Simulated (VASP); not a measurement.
BP:

```
CELL_PARAMETERS angstrom
0.00000 2.26900 2.26900
2.26900 0.00000 2.26900
2.26900 2.26900 0.00000
ATOMIC_POSITIONS crystal
P 0.75000 0.75000 0.75000
B 0.00000 0.00000 0.00000
```

| Property | Result |
| --- | --- |
| Program | VASP 6.6.1 |
| Task | relaxation of cell and atoms |
| Functional | PBEsol-based global hybrid with 25 % exact exchange |
| Potentials or basis | VASP PAW PBE potentials, release 64 (P, B) |
| Cutoff | 600 eV |
| k mesh | 5 × 5 × 5 |
| Occupations | fermi-dirac, width 0.05 eV |
| Spin | no spin polarisation |

At the start: pressure -3.8 GPa; volume 11.68 Å³/atom.

**Question.** Where does the relaxation end?

**Answer.** Over 3 steps the energy falls by 3.0 meV/atom and the volume is 11.43 Å³/atom (-2.1 %); space group F-43m (No. 216, to 0.1 Å) before and after.

The path:
```
step  energy change (eV)  largest force (eV/Å)  pressure (GPa)  volume (Å³)
   1              0.0000                0.0000           -3.78        23.36
   2             -0.0017                0.0000            3.39        22.44
   3             -0.0060                0.0000            0.00        22.86
```

Final structure:
```yaml
crystal:
  lattice:
    - [0.00000, 2.25262, 2.25262]
    - [2.25262, 0.00000, 2.25262]
    - [2.25262, 2.25262, 0.00000]
  atoms:
    - { symbol: P, position: [0.75000, 0.75000, 0.75000] }
    - { symbol: B, position: [0.00000, 0.00000, 0.00000] }
```

Caveat: the k points lie up to 0.48 Å⁻¹ apart in the final cell; the PAW data sets were made with another functional, which shifts forces and pressure a little.
